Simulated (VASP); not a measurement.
A run of VASP 6.6.1 is set up as follows.

Contents of INCAR:

```
SYSTEM = Na
  PREC = Accurate
  ENCUT = 500
  EDIFF = 1E-6
  ISMEAR = 0
  SIGMA = 0.1
  LREAL = .FALSE.
  LASPH = .TRUE.
  NELM = 120
  ALGO = Normal
  ISIF = 2
  LWAVE = .FALSE.
  LCHARG = .FALSE.
  GGA = RP
  NBANDS = 10
  GGA_COMPAT = .FALSE.
```

Contents of KPOINTS:

```
regular mesh
0
G
  8 8 8
  0 0 0
```

Contents of POSCAR:

```
Na
1.0
   -2.1040267987      2.1040267987      2.1040267987
    2.1040267987     -2.1040267987      2.1040267987
    2.1040267987      2.1040267987     -2.1040267987
Na
1
Direct
    0.0000000000      0.0000000000      0.0000000000
```

Potentials or basis: VASP PAW PBE potentials, release 64 (Na_pv).

Command:

```console
$ cat potpaw_PBE.64/Na_pv/POTCAR > POTCAR
$ mpirun -np 1 vasp_std > vasp.out
```

Problem. Estimate the pressure.

Solution. 0.4 GPa.

Caveat: the PAW data sets were made with another functional, which shifts forces and pressure a little.
